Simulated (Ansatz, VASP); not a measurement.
**GaAs in VASP and in Ansatz**

File INCAR:

```
SYSTEM = GaAs
PREC     = Accurate       ! precision mode
ENCUT    = 520            ! plane-wave cutoff, eV
EDIFF    = 1E-6           ! SCF threshold, eV
ISMEAR   = -1             ! smearing method
SIGMA    = 0.05           ! smearing width, eV
LREAL    = .FALSE.        ! projectors in reciprocal space
LASPH    = .TRUE.         ! aspherical terms in the spheres
NELM     = 100            ! most SCF steps
ALGO     = Normal         ! electronic algorithm
ISIF     = 2              ! what is computed and relaxed
LWAVE    = .FALSE.        ! write WAVECAR
LCHARG   = .TRUE.         ! write CHGCAR
GGA      = PE             ! functional
LELF     = .TRUE.         ! ELF
LVHAR    = .TRUE.       
NBANDS   = 16             ! bands
```

Contents of KPOINTS:

```
regular mesh
0
G
  11 11 11
  0 0 0
```

Contents of POSCAR:

```
GaAs
1.0
    0.0000000000      2.7853780701      2.9116555000
    2.7853780701      0.0000000000      2.9116555000
    2.7853780701      2.7853780701      0.0000000000
Ga As
1 1
Direct
    0.0000000000      0.0000000000      0.0000000000
    0.7500000000      0.7500000000      0.7500000000
```

Input for Ansatz:

```yaml
crystal:
  lattice:
    - [0.0, 2.7853780701, 2.9116555]
    - [2.7853780701, 0.0, 2.9116555]
    - [2.7853780701, 2.7853780701, 0.0]
  atoms:
    - { symbol: Ga, position: [0.0, 0.0, 0.0] }
    - { symbol: As, position: [0.75, 0.75, 0.75] }
kpoints:
  mp_grid: { grid: [11, 11, 11] }
scf:
  occupations: { method: fermi_dirac, width: 0.05 }
hamiltonian:
  xc: pbe
  pseudopotentials: { kind: all_electron, lapw: { basis_error: 0.0005 } }
output:
  forces: true
  stress: true
  eigenvalues: true
```

Change from the starting cell: z stretched by +3 % at fixed volume.

Alike in both runs: task single point; functional PBE; k mesh 11 × 11 × 11; occupations fermi-dirac, width 0.05 eV; no spin polarisation.

```csv
,VASP,Ansatz
version,VASP 6.6.1,Ansatz 0.2.0
potentials or method,"VASP PAW PBE potentials, release 64 (Ga_d, As), cutoff 520 eV","all-electron LAPW, scalar-relativistic"
```

|  | VASP | Ansatz | Ansatz less VASP |
| --- | --- | --- | --- |
| pressure (GPa) | 3.4 | 3.3 | -0.18 |
| traceless stress, the component that is largest in VASP (GPa) | -1.88 | -1.89 | -0.005 |

Ansatz ran all-electron here, and VASP with PAW potentials.
